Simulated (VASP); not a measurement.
A run of VASP 6.6.1:

The input INCAR:

```
SYSTEM = Mo3H
PREC     = Accurate       ! precision mode
ENCUT    = 600            ! plane-wave cutoff, eV
EDIFF    = 1E-6           ! SCF threshold, eV
ISMEAR   = 0              ! smearing method
SIGMA    = 0.2            ! smearing width, eV
LREAL    = .False.        ! projectors in reciprocal space
LASPH    = .True.         ! aspherical terms in the spheres
NELM     = 100            ! most SCF steps
ALGO     = Normal         ! electronic algorithm
ISIF     = 3              ! what is computed and relaxed
LWAVE    = .False.        ! write WAVECAR
LCHARG   = .False.        ! write CHGCAR
GGA      = PE             ! functional
IBRION   = 2              ! ionic algorithm
NSW      = 36             ! ionic steps
EDIFFG   = -0.08          ! ionic threshold
```

The input KPOINTS:

```
Automatic mesh
0
Gamma
  5 5 5
  0 0 0
```

Contents of POSCAR:

```
Mo3H
1.0
    4.4364498900      0.0000000000      0.0000000000
   -2.2182249500      3.8420783100      0.0000000000
    0.0000000000      0.0000000000      4.3106259500
H Mo
1 3
Direct
    0.0000000000      0.0000000000      0.0000000000
    0.3333333300      0.6666666700      0.5000000000
    0.6666666700      0.3333333300      0.5000000000
    0.0000000000      0.0000000000      0.5000000000
```

Potentials or basis: VASP PAW PBE potentials, release 64 (H, Mo_sv).

Launch:

```sh
$ cat potpaw_PBE.64/H/POTCAR potpaw_PBE.64/Mo_sv/POTCAR > POTCAR
$ mpirun -np 1 vasp_std > vasp.out
```

Hardware: 1 thread of Intel(R) Xeon(R) 6975P-C (Granite Rapids), with other jobs on the host.

**Question.** How long does it take, and how much memory?

**Answer.** Run time: 2.4 min on 1 thread of Intel(R) Xeon(R) 6975P-C (Granite Rapids), with other jobs on the host, peak memory 0.22 GiB. Counts: scf iterations 115, k points 15, ion steps 12.
